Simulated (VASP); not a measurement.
# Ta4C3 (Pm-3m) in VASP: single point with PBEsol

Aim: the single point of Ta4C3 with PBEsol.

Everything below comes from runs of VASP 6.6.1. Logs are shortened: lines on timing, memory, paths and dates and some standing lists are left out, and cuts for length are marked.

## (1) The cell of the first run

Symmetry: Pm-3m, No. 221, cubic system. The conventional cell has a = 4.445 Å, b = 4.445 Å, c = 4.445 Å, α = 90.00°, β = 90.00°, γ = 90.00°. Ta (site symmetry 4/mmm) has 4 C at 2.22 Å within 2.9 Å. Ta (site symmetry m-3m) has 6 C at 2.22 Å within 2.9 Å. C (site symmetry 4/mmm) has 6 Ta at 2.22 Å within 2.9 Å.

## (2) Single point, PBEsol

Input file INCAR:

```
SYSTEM = Ta4C3
ALGO     = Normal         ! electronic algorithm
EDIFF    = 1E-6           ! SCF threshold, eV
ENCUT    = 520            ! plane-wave cutoff, eV
GGA      = PS             ! functional
ISIF     = 2              ! what is computed and relaxed
ISMEAR   = 1              ! smearing method
LASPH    = .True.         ! aspherical terms in the spheres
LCHARG   = .True.         ! write CHGCAR
LELF     = .True.         ! ELF
LREAL    = .False.        ! projectors in reciprocal space
LVHAR    = .True.       
LWAVE    = .False.        ! write WAVECAR
NBANDS   = 37             ! bands
NELM     = 60             ! most SCF steps
PREC     = Accurate       ! precision mode
SIGMA    = 0.1            ! smearing width, eV
```

Input file KPOINTS:

```
k-points
0
Gamma
  5 5 5
  0 0 0
```

Input file POSCAR:

```
Ta4C3
1.0
    4.4452810000      0.0000000000      0.0000000000
    0.0000000000      4.4452810000      0.0000000000
    0.0000000000      0.0000000000      4.4452810000
Ta C
4 3
Direct
    0.0000000000      0.5000000000      0.5000000000
    0.5000000000      0.0000000000      0.5000000000
    0.5000000000      0.5000000000      0.0000000000
    0.0000000000      0.0000000000      0.0000000000
    0.5000000000      0.0000000000      0.0000000000
    0.0000000000      0.5000000000      0.0000000000
    0.0000000000      0.0000000000      0.5000000000
```

Potentials or basis: VASP PAW PBE potentials, release 64 (Ta_pv, C).

Launch:

```sh
$ cat potpaw_PBE.64/Ta_pv/POTCAR potpaw_PBE.64/C/POTCAR > POTCAR
$ mpirun -np 1 vasp_std > vasp.out
```

OUTCAR:

```text
SYSTEM = Ta4C3
   EDIFF = 1E-6
   ENCUT = 520
   GGA = PS
   ISIF = 2
   ISMEAR = 1
   LASPH = .True.
   LREAL = .False.
   NELM = 60
   PREC = Accurate

 ion  position               nearest neighbor table
   1  0.000  0.500  0.500-   6 2.22   7 2.22   6 2.22   7 2.22   3 3.14   3 3.14   4 3.14   4 3.14
                             2 3.14   4 3.14   2 3.14   4 3.14   2 3.14   3 3.14   3 3.14   2 3.14
   2  0.500  0.000  0.500-   5 2.22   7 2.22   5 2.22   7 2.22   3 3.14   3 3.14   4 3.14   4 3.14
                             1 3.14   3 3.14   3 3.14   1 3.14   4 3.14   1 3.14   4 3.14   1 3.14
   3  0.500  0.500  0.000-   5 2.22   6 2.22   5 2.22   6 2.22   2 3.14   1 3.14   2 3.14   2 3.14
                             4 3.14   4 3.14   2 3.14   1 3.14   4 3.14   1 3.14   1 3.14   4 3.14
   4  0.000  0.000  0.000-   5 2.22   6 2.22   7 2.22   7 2.22   6 2.22   5 2.22   1 3.14   2 3.14
                             1 3.14   1 3.14   3 3.14   2 3.14   1 3.14   2 3.14   3 3.14   3 3.14
   5  0.500  0.000  0.000-   2 2.22   3 2.22   4 2.22   2 2.22   3 2.22   4 2.22
   6  0.000  0.500  0.000-   1 2.22   3 2.22   4 2.22   1 2.22   4 2.22   3 2.22
   7  0.000  0.000  0.500-   1 2.22   2 2.22   4 2.22   4 2.22   1 2.22   2 2.22

  LATTYP: Found a simple cubic cell.
 ALAT       =     4.4452810000

  Lattice vectors:

 A1 = (   4.4452810000,   0.0000000000,   0.0000000000)
 A2 = (   0.0000000000,   4.4452810000,   0.0000000000)
 A3 = (   0.0000000000,   0.0000000000,   4.4452810000)

Analysis of symmetry for initial positions (statically):
=====================================================================
 Subroutine PRICEL returns:
 Original cell was already a primitive cell.

 Routine SETGRP: Setting up the symmetry group for a
 simple cubic supercell.

 Subroutine GETGRP returns: Found 48 space group operations
 (whereof 48 operations were pure point group operations)
 out of a pool of 48 trial point group operations.

The static configuration has the point symmetry O_h .

Analysis of symmetry for dynamics (positions and initial velocities):
=====================================================================
 Subroutine PRICEL returns:
 Original cell was already a primitive cell.

 Routine SETGRP: Setting up the symmetry group for a
 simple cubic supercell.

 Subroutine GETGRP returns: Found 48 space group operations
 (whereof 48 operations were pure point group operations)
 out of a pool of 48 trial point group operations.

The dynamic configuration has the point symmetry O_h .

 Subroutine INISYM returns: Found 48 space group operations
 (whereof 48 operations are pure point group operations),
 and found     1 'primitive' translations

----------------------------------------------------------------------------------------

                                     Primitive cell

  volume of cell :      87.8411

  direct lattice vectors                    reciprocal lattice vectors
     4.445281000  0.000000000  0.000000000     0.224957657  0.000000000  0.000000000
     0.000000000  4.445281000  0.000000000     0.000000000  0.224957657  0.000000000
     0.000000000  0.000000000  4.445281000     0.000000000  0.000000000  0.224957657

  length of vectors
     4.445281000  4.445281000  4.445281000     0.224957657  0.224957657  0.224957657

  position of ions in fractional coordinates (direct lattice)
     0.000000000  0.500000000  0.500000000
     0.500000000  0.000000000  0.500000000
     0.500000000  0.500000000  0.000000000
     0.000000000  0.000000000  0.000000000
     0.500000000  0.000000000  0.000000000
     0.000000000  0.500000000  0.000000000
     0.000000000  0.000000000  0.500000000

  ion indices of the primitive-cell ions
   primitive index   ion index
                 1           1
                 2           2
                 3           3
                 4           4
                 5           5
                 6           6
                 7           7

----------------------------------------------------------------------------------------

 KPOINTS: k-points

Automatic generation of k-mesh.
 Grid dimensions read from file:
 generate k-points for:    5    5    5

 Generating k-lattice:

  Cartesian coordinates                     Fractional coordinates (reciprocal lattice)
     0.044991531  0.000000000  0.000000000     0.200000000  0.000000000  0.000000000
     0.000000000  0.044991531  0.000000000     0.000000000  0.200000000  0.000000000
     0.000000000  0.000000000  0.044991531     0.000000000  0.000000000  0.200000000

  Length of vectors
     0.044991531  0.044991531  0.044991531

  Shift w.r.t. Gamma in fractional coordinates (k-lattice)
     0.000000000  0.000000000  0.000000000

 Subroutine IBZKPT returns following result:
 ===========================================

 Found     10 irreducible k-points:

 Following reciprocal coordinates:
            Coordinates               Weight
  0.000000  0.000000  0.000000      1.000000
  0.200000  0.000000  0.000000      6.000000
  0.400000  0.000000  0.000000      6.000000
  0.200000  0.200000  0.000000     12.000000
  0.400000  0.200000  0.000000     24.000000
  0.400000  0.400000  0.000000     12.000000
  0.200000  0.200000  0.200000      8.000000
  0.400000  0.200000  0.200000     24.000000
  0.400000  0.400000  0.200000     24.000000
  0.400000  0.400000  0.400000      8.000000
   k-points           NKPTS =     10   k-points in BZ     NKDIM =     10   number of bands    NBANDS=     37
   number of dos      NEDOS =    301   number of ions     NIONS =      7
   total plane-waves  NPLWV =  46656
   dimension x,y,z NGX =    36 NGY =   36 NGZ =   36
   dimension x,y,z NGXF=    72 NGYF=   72 NGZF=   72
   ions per type =               4   3
   NGX,Y,Z   is equivalent  to a cutoff of  13.46, 13.46, 13.46 a.u.
   NGXF,Y,Z  is equivalent  to a cutoff of  26.93, 26.93, 26.93 a.u.
 SYSTEM =  Ta4C3
   PREC   = accura    normal or accurate (medium, high low for compatibility)
   ISTART =      0    job   : 0-new  1-cont  2-samecut
   ICHARG =      2    charge: 1-file 2-atom 10-const
   ISPIN  =      1    spin polarized calculation?
   LNONCOLLINEAR =      F non collinear calculations
   LSORBIT =      F    spin-orbit coupling
   LASPH  =      T    aspherical Exc in radial PAW
   ENCUT  =  520.0 eV  38.22 Ry    6.18 a.u.   8.27  8.27  8.27*2*pi/ulx,y,z
   NELM   =     60;   NELMIN=  2; NELMDL= -5     # of ELM steps
   EDIFF  = 0.1E-05   stopping-criterion for ELM
   LREAL  =      F    real-space projection
   EDIFFG = 0.1E-04   stopping-criterion for IOM
   NSW    =      0    number of steps for IOM
   IBRION =     -1    ionic relax: 0-MD 1-quasi-New 2-CG
   NFREE  =      0    steps in history (QN), initial steepest desc. (CG)
   ISIF   =      2    stress and relaxation
   ISYM   =      2    0-nonsym 1-usesym 2-fastsym
   POTIM  = 0.5000    time-step for ionic-motion
   TEBEG  =    0.0;   TEEND  =   0.0 temperature during run
   PSTRESS=    0.0 pullay stress
   NELECT =      56.0000    total number of electrons
   NUPDOWN=      -1.0000    fix difference up-down
   EMIN   =  10.00;   EMAX   =-10.00  energy-range for DOS
   EFERMI =   0.00;   METHOD = LEGACY
   ISMEAR =     1;   SIGMA  =   0.10  broadening in eV -4-tet -1-fermi 0-gaus
   EFERMI_NEDOS =   21; number of points for ismear=-14 and -15
   IALGO  =     38    algorithm
   IMIX   =      4    mixing-type and parameters
     AMIX     =   0.40;   BMIX     =  1.00
     AMIX_MAG =   1.60;   BMIX_MAG =  1.00
  volume/ion in A,a.u.               =      12.55        84.68
  Fermi-wavevector in a.u.,A,eV,Ry     =   1.408980  2.662587 27.010637  1.985226
  Thomas-Fermi vector in A             =   2.531083
   LORBIT       =      0    0 simple, 1 ext, 2 COOP (PROOUT), +10 PAW based schemes
   GGA     = PS    functional components
   LHFCALC =     F    Hartree Fock is set to
   AEXX    =    0.0000 exact exchange contribution
   IVDW    =     0    specifies the selected vdW correction
   LEPSILON=     F    determine dielectric tensor
   LRPA    =     F    only Hartree local field effects (RPA)
 non-spin polarized calculation
 Methfessel and Paxton  Order N= 1 SIGMA  =   0.10
  energy-cutoff  :      520.00
  volume of cell :       87.84
 maximum number of plane-waves:      2393
 NGX is ok and might be reduce to    36
   NGX = 17   NGY = 17   NGZ = 17

 number of electron      56.0000005 magnetization

 Free energy of the ion-electron system (eV)
  ---------------------------------------------------
  ext. energy  EPLUGINS =         0.00000000
  ---------------------------------------------------
  free energy    TOTEN  =       -82.72142332 eV

  energy without entropy =      -82.71626851  energy(sigma->0) =      -82.71970505

 E-fermi :   6.8511     XC(G=0): -12.9613

 val. band max:        6.8217280858   @ k =   0.4000   0.4000   0.0000
 cond. band min:       6.8674518659   @ k =   0.2000   0.2000   0.0000
 fundamental gap:      0.0457237802
 Fermi energy:         6.8511040748

 k-point     1 :       0.0000    0.0000    0.0000
  band No.  band energies     occupation
      1     -28.3263      2.00000
      2     -28.3263      2.00000
      3     -28.3263      2.00000
      4     -27.7233      2.00000
      5     -27.7233      2.00000
      6     -27.7233      2.00000
[... 29 lines left out ...]
     36      10.5921      0.00000
     37      11.4960      0.00000

 k-point     2 :       0.2000    0.0000    0.0000
  band No.  band energies     occupation
      1     -28.3085      2.00000
      2     -28.3085      2.00000
      3     -28.2989      2.00000
      4     -27.7260      2.00000
      5     -27.7245      2.00000
      6     -27.7245      2.00000
[... 29 lines left out ...]
     36      11.1030      0.00000
     37      11.1031      0.00000
[... 278 lines left out ...]
     36      10.5616      0.00000
     37      10.7603      0.00000

 k-point    10 :       0.4000    0.4000    0.4000
  band No.  band energies     occupation
      1     -28.3942      2.00000
      2     -28.3942      2.00000
      3     -28.3689      2.00000
      4     -27.7553      2.00000
      5     -27.7142      2.00000
      6     -27.7142      2.00000
[... 29 lines left out ...]
     36      10.6648      0.00000
     37      10.9672      0.00000

------------------------ aborting loop because EDIFF is reached ----------------------------------------

  FORCE on cell =-STRESS in cart. coord.  units (eV):
  Direction    XX          YY          ZZ          XY          YZ          ZX
  --------------------------------------------------------------------------------------
  -------------------------------------------------------------------------------------
  Total       -4.3521014     -4.3521014     -4.3521014     -0.0000000     -0.0000000      0.0000000
  in kB      -79.3801526    -79.3801526    -79.3801526     -0.0000000     -0.0000000      0.0000000
  external PRESSURE =     -79.3801526 kB  Pullay stress =       0.0000000 kB

 VOLUME and BASIS-vectors are now :
 -----------------------------------------------------------------------------
  energy-cutoff  :      520.00
  volume of cell :       87.84
      direct lattice vectors                 reciprocal lattice vectors
     4.445281000  0.000000000  0.000000000     0.224957657  0.000000000  0.000000000
     0.000000000  4.445281000  0.000000000     0.000000000  0.224957657  0.000000000
     0.000000000  0.000000000  4.445281000     0.000000000  0.000000000  0.224957657

 POSITION                                       TOTAL-FORCE (eV/Angst)
 -----------------------------------------------------------------------------------
      0.00000      2.22264      2.22264         0.000000      0.000000      0.000000
      2.22264      0.00000      2.22264         0.000000      0.000000      0.000000
      2.22264      2.22264      0.00000         0.000000      0.000000      0.000000
      0.00000      0.00000      0.00000         0.000000      0.000000      0.000000
      2.22264      0.00000      0.00000         0.000000      0.000000      0.000000
      0.00000      2.22264      0.00000         0.000000      0.000000      0.000000
      0.00000      0.00000      2.22264         0.000000      0.000000      0.000000
 -----------------------------------------------------------------------------------
    total drift:                                0.000000      0.000000      0.000000

  FREE ENERGIE OF THE ION-ELECTRON SYSTEM (eV)
  ---------------------------------------------------
  free  energy   TOTEN  =       -82.7214233216 eV

  energy  without entropy=      -82.7162685091  energy(sigma->0) =      -82.71970505
```

Run time: 43 s. Hardware: 1 thread of Intel Xeon 6975P-C, shared host; peak memory 0.21 GiB.

Results:

| Quantity | Value |
| --- | --- |
| Free energy | -82.7214 eV |
| Pressure | -7.9 GPa |
| Band gap on the k mesh | zero (band 28 reaches 7.03 eV, above the bottom of band 29 at 6.21 eV) |

Caveat: the PAW data sets were made with another functional, which shifts forces and pressure a little; spin-orbit coupling is left out, which moves the levels of the heavy elements.
